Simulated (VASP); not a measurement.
The system is Zr4TiC5.

```
C Ti Zr
1.0
     2.35640    2.35640    4.71280
    -2.35640   -2.35640    4.71280
     7.06920   -4.71280    2.35640
C Ti Zr
10 2 8
Direct
  0.95327 0.75024 0.60097
  0.85170 0.24941 0.79994
  0.34394 0.74659 0.79859
  0.74843 0.74865 0.00236
  0.15975 0.74848 0.19398
  0.04780 0.25350 0.39967
  0.54982 0.74821 0.39521
  0.45411 0.25004 0.59655
  0.24545 0.25520 0.00124
  0.64424 0.25199 0.19874
  0.80784 0.99246 0.40094
  0.69189 0.50172 0.60269
  0.19029 0.99773 0.60117
  0.10095 0.50394 0.79841
  0.59883 0.99881 0.79826
  0.99934 0.00815 0.99906
  0.39523 0.00231 0.19980
  0.29230 0.50539 0.40288
  0.50650 0.50144 0.99865
  0.90042 0.49845 0.19587
```

```yaml
Program: VASP 6.6.1
Task: relaxation of cell and atoms
Functional: PBE
Potentials_or_basis: VASP PAW PBE potentials, release 64 (C, Ti_sv, Zr_sv)
Cutoff: 600 eV
k_mesh: 3 × 3 × 2, shifted
Occupations: gaussian, width 0.1 eV
Spin: no spin polarisation
```

At the start: pressure -7.8 GPa; volume 13.08 Å³/atom.

Question: How do energy, volume and symmetry change on relaxing?

Answer: Over 10 steps the energy falls by 41.9 meV/atom and the volume is 12.53 Å³/atom (-4.3 %); space group P1 (No. 1, to 0.1 Å) before, C2/c (No. 15, to 0.1 Å).

The path:
```csv
step,energy change (eV),largest force (eV/Å),pressure (GPa),volume (Å³)
1,0.0000,1.2893,-7.85,261.68
2,-0.2499,0.7744,13.02,238.15
3,-0.5722,1.0055,3.14,247.83
4,-0.8148,0.3296,0.13,250.46
5,-0.8148,0.3361,0.11,250.49
6,-0.8360,0.0841,-0.36,250.92
7,-0.8360,0.0905,-0.38,250.94
8,-0.8376,0.0498,0.45,249.99
9,-0.8380,0.0531,0.20,250.28
10,-0.8386,0.0366,-0.03,250.53
```

Final structure:
```
C Ti Zr
1.0
     2.33292    2.31756    4.63337
    -2.32529   -2.33213    4.63682
     6.97884   -4.64294    2.33057
C Ti Zr
10 2 8
Direct
  0.94173 0.75105 0.59381
  0.84652 0.25607 0.79412
  0.35686 0.74516 0.79396
  0.74925 0.75085 0.99921
  0.14159 0.75595 0.20445
  0.03614 0.25089 0.40483
  0.55641 0.75015 0.40467
  0.46207 0.25008 0.59369
  0.24913 0.25084 0.99927
  0.65172 0.24551 0.20425
  0.79785 0.00048 0.40180
  0.70005 0.50023 0.59693
  0.20023 0.00044 0.59742
  0.10088 0.50054 0.79589
  0.60113 0.00075 0.79507
  0.99889 0.00097 0.99989
  0.39738 0.00090 0.20258
  0.29795 0.50062 0.40104
  0.49948 0.50069 0.99865
  0.89684 0.50054 0.20344
```

Caveat: the k points lie up to 0.41 Å⁻¹ apart in the final cell.
